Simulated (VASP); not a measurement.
A run of VASP 6.6.1:

File INCAR:

```
SYSTEM = Ru
PREC = Accurate
ENCUT = 500
EDIFF = 1E-6
ISMEAR = -1
SIGMA = 0.1
LREAL = .FALSE.
LASPH = .TRUE.
NELM = 200
ALGO = Normal
ISIF = 2
LWAVE = .FALSE.
LCHARG = .TRUE.
ISPIN = 2
MAGMOM = 0
LORBIT = 11
LMAXMIX = 4
GGA = PE
LELF = .TRUE.
LVHAR = .TRUE.
NBANDS = 17
GGA_COMPAT = .FALSE.
```

The input KPOINTS:

```
regular mesh
0
G
  8 8 8
  0 0 0
```

Contents of POSCAR:

```
Ru
1.0
   -1.5309140000      1.5309140000      1.5309140000
    1.5309140000     -1.5309140000      1.5309140000
    1.5309140000      1.5309140000     -1.5309140000
Ru
1
Direct
    0.0000000000      0.0000000000      0.0000000000
```

Potentials or basis: VASP PAW PBE potentials, release 64 (Ru_pv).

Command:

```sh
$ cat potpaw_PBE.64/Ru_pv/POTCAR > POTCAR
$ mpirun -np 1 vasp_std > vasp.out
```

Hardware: 1 thread of Intel Xeon 8259CL, with other jobs on the host.

**Question.** Estimate the wall time of this run.

**Answer.** It took 17 s on 1 thread of Intel Xeon 8259CL, with other jobs on the host, peak memory 0.14 GiB. Counts: scf iterations 10, k points 29.
